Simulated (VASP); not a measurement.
Input of a VASP 6.6.1 run:

INCAR

```
SYSTEM = WSe2
PREC = Accurate
ENCUT = 520
EDIFF = 1E-6
ISMEAR = 0
SIGMA = 0.05
LREAL = .FALSE.
LASPH = .TRUE.
NELM = 80
ALGO = Normal
ISIF = 2
LWAVE = .FALSE.
LCHARG = .FALSE.
GGA = PE
IVDW = 12
NBANDS = 20
```

Contents of KPOINTS:

```
regular mesh
0
G
  9 9 2
  0 0 0
```

The input POSCAR:

```
WSe2
1.0
    3.3179375931      0.0000000000      0.0000000000
   -1.6589687966      2.7010131492      0.0000000000
    0.0000000000      0.0000000000     16.6581424200
W Se
1 2
Direct
    0.0000000000      0.0000000000      0.0000000000
    0.3333333333      0.6666666667      0.0997865200
    0.3333333333      0.6666666667      0.9002134800
```

Potentials or basis: VASP PAW PBE potentials, release 64 (W_sv, Se).

The run is started by

```console
$ cat potpaw_PBE.64/W_sv/POTCAR potpaw_PBE.64/Se/POTCAR > POTCAR
$ mpirun -np 1 vasp_std > vasp.out
```

What does it give for the largest force?

1.028 eV/Å.

Predict the dispersion energy per atom.

-0.355 eV.

What does it give for the band gap on the k mesh?

1.76 eV (least direct gap 1.84 eV).

Forces on the atoms (eV/Å):
```
W    0.000 -0.652  0.000
Se   0.000  0.326  0.975
Se   0.000  0.326 -0.975
```

Caveat: the cell differs from its parent crystal (strain -0.0600 x Voigt [0, 1, 0, 0, 0, 0]); spin-orbit coupling is left out, which moves the levels of the heavy elements.
